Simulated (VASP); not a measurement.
Wanted: the native input for a VASP 6.6.1 run.

* Task: single point
* Functional: PBE
* Potentials or basis: VASP PAW PBE potentials, release 64 (Si, P)
* Cutoff: 520 eV
* k mesh: 4 × 4 × 4
* Occupations: gaussian, width 0.2 eV
* Spin: no spin polarisation
* Dipole correction: no
* Further INCAR settings: ALGO = Normal; EDIFF = 1e-06; NBANDS = 41

The structure of SiP5 lies in POSCAR:

```
SiP5
1.0
   -5.9748973621      0.0000000000     -0.0182004549
   -2.9874486810      5.1963389312     -0.0091002274
   -1.9685340279      0.0000000000     -6.4003340708
Si P
2 10
Direct
    0.4913215216      1.0000000000      0.5208038584
    0.9913215216      1.0000000000      0.0208038584
    0.3359885124      0.3336853445      0.9940646077
    0.8359885124      0.3336853445      0.4940646077
    0.3921720971      0.6746547529      0.8228136009
    0.8921720971      0.6746547529      0.3228136009
    0.6696738570      0.6663146555      0.9940646077
    0.1696738570      0.6663146555      0.4940646077
    0.0668268500      0.3253452471      0.8228136009
    0.5668268500      0.3253452471      0.3228136009
    0.7190171618      1.0000000000      0.8204397245
    0.2190171618      1.0000000000      0.3204397245
```

The input as run:

INCAR

```
PREC = Accurate ; ENCUT = 520
EDIFF = 1E-6 ; ISMEAR = 0
SIGMA = 0.2 ; LREAL = False
LASPH = True ; NELM = 80
ALGO = Normal ; ISIF = 2
LWAVE = False ; LCHARG = False
GGA = PE ; NBANDS = 41
```

KPOINTS

```
regular mesh
0
Gamma
  4 4 4
```

Potentials or basis: VASP PAW PBE potentials, release 64 (Si, P).

Run with:

```console
$ cat potpaw_PBE.64/Si/POTCAR potpaw_PBE.64/P/POTCAR > POTCAR
$ mpirun -np 1 vasp_std > vasp.out
```

Results of the run:

- Pressure: -0.2 GPa
- Largest force: 0.072 eV/Å
- Band gap on the k mesh: zero (bands 29 and 30 overlap by 1.70 eV)

It took 2.3 min on 1 thread of Intel(R) Xeon(R) 6975P-C (Granite Rapids) (shared host), peak memory 0.39 GiB.
